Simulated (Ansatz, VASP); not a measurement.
Ta5Si: VASP beside Ansatz

```
Ta Si
1.0
     0.00000    3.82882    3.82882
     3.82882    0.00000    3.82882
     3.82882    3.82882    0.00000
Ta Si
5 1
Direct
  0.75000 0.75000 0.75000
  0.37573 0.37573 0.87282
  0.37573 0.87282 0.37573
  0.87282 0.37573 0.37573
  0.37573 0.37573 0.37573
  0.00000 0.00000 0.00000
```

Change from the starting cell: species swapped into the CaAu5 type (F-43m, No. 216).

Alike in both runs: task relaxation of cell and atoms; functional PBE; k mesh 8 × 8 × 8; occupations gaussian, width 0.1 eV; no spin polarisation.

|  | VASP | Ansatz |
| --- | --- | --- |
| version | VASP 6.6.1 | Ansatz 0.2.0 |
| potentials or method | VASP PAW PBE potentials, release 64 (Ta_pv, Si), cutoff 600 eV | scalar-relativistic, plane waves, PAW |
| valence electrons in the cell | 59 | 69 |

|  | VASP | Ansatz | Ansatz less VASP |
| --- | --- | --- | --- |
| gap on the k mesh at the Fermi level, each at its own relaxed structure (eV) | none | none | - |
| relaxed volume (Å³/atom) | 18.63 | 18.61 | -0.020 |
| relaxed cell length with the largest relative difference (Å) | 5.407 | 5.405 | -0.0020 |

A gap of «none» marks a metal or a gap that the smearing closes. VASP's potentials hold 59 valence electrons a cell and Ansatz's 69, so a difference there can come from the potentials and not from the codes.

Spin-orbit coupling is off throughout.
